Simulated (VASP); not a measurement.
Ir:

```xyz
1
Lattice="0.0000 1.9151 1.9151 1.9151 0.0000 1.9151 1.9151 1.9151 0.0000" Properties=species:S:1:pos:R:3 pbc="T T T"
Ir    0.0000    0.0000    0.0000
```

Base run:

```yaml
Program: VASP 6.6.1
Functional: PBEsol
Potentials_or_basis: VASP PAW PBE potentials, release 64 (Ir_sv_GW)
Cutoff: 500 eV
k_mesh: 18 × 18 × 18
Occupations: gaussian, width 0.1 eV
Spin: no spin polarisation
```

Its results: pressure -3.2 GPa.

Problem. The run is repeated on the same cell with these changes: potentials or basis from VASP PAW PBE potentials, release 64 (Ir_sv_GW) to VASP PAW PBE potentials, release 64 (Ir); cutoff from 500 eV to 520 eV; further incar settings from ALGO = Normal; EDIFF = 1e-06; NBANDS = 14 to ALGO = Fast; EDIFF = 1e-07; NBANDS = 10; valence electrons from 17 to 9. What comes out?

Solution. Pressure 1.0 GPa.

Caveats: the PAW data sets were made with another functional, which shifts forces and pressure a little.
